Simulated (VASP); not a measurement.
Set up this calculation in VASP 6.6.1, as the native input.

- Task: single point
- Functional: PBE
- Potentials or basis: VASP PAW PBE potentials, release 64 (Tl_d, Br)
- Cutoff: 520 eV
- k mesh: 1 × 1 × 1
- Occupations: gaussian, width 0.01 eV
- Spin: non-collinear spin, zero start, spin-orbit coupling
- Starting moments: [[0.0, 0.0, 0.0], [0.0, 0.0, 0.0], [0.0, 0.0, 0.0], [0.0, 0.0, 0.0]] μB
- Dipole correction: no
- Further INCAR settings: ALGO = Normal; EDIFF = 1e-06; NBANDS = 54

The structure of Tl2Br2 lies in POSCAR:

```
TlBr
1.0
   13.1300000000      0.0000000000      0.0000000000
    0.0000000000      9.0000000000      0.0000000000
    0.0000000000      0.0000000000     13.2200000000
Tl Br
2 2
Direct
    0.4998377800      0.5000000000      0.6597322200
    0.4998377800      0.5000000000      0.3403933400
    0.6569489700      0.5000000000      0.5000627800
    0.3427265800      0.5000000000      0.5000627800
```

The input as run:

INCAR

```
SYSTEM = TlBr
PREC = Accurate
ENCUT = 520
EDIFF = 1E-6
ISMEAR = 0
SIGMA = 0.01
LREAL = .FALSE.
LASPH = .TRUE.
NELM = 150
ALGO = Normal
ISIF = 2
LWAVE = .FALSE.
LCHARG = .FALSE.
MAGMOM = 0 0 0 0 0 0 0 0 0 0 0 0
LORBIT = 11
LSORBIT = .TRUE.
GGA_COMPAT = .FALSE.
LORBMOM = .TRUE.
GGA = PE
NBANDS = 54
```

KPOINTS

```
regular mesh
0
G
  1 1 1
  0 0 0
```

Potentials or basis: VASP PAW PBE potentials, release 64 (Tl_d, Br).

Command:

```sh
$ cat potpaw_PBE.64/Tl_d/POTCAR potpaw_PBE.64/Br/POTCAR > POTCAR
$ mpirun -np 1 vasp_ncl > vasp.out
```

Results of the run:

- Largest force: 0.152 eV/Å
- Net moment: 0.00 μB per cell
- Valence electrons inside the program's atomic spheres: Tl 11.13; Br 4.84

It took 14 min on 1 thread of Intel(R) Xeon(R) Platinum 8259CL CPU @ 2.50GHz (Skylake/Cascade Lake) (shared host), peak memory 3.4 GiB.
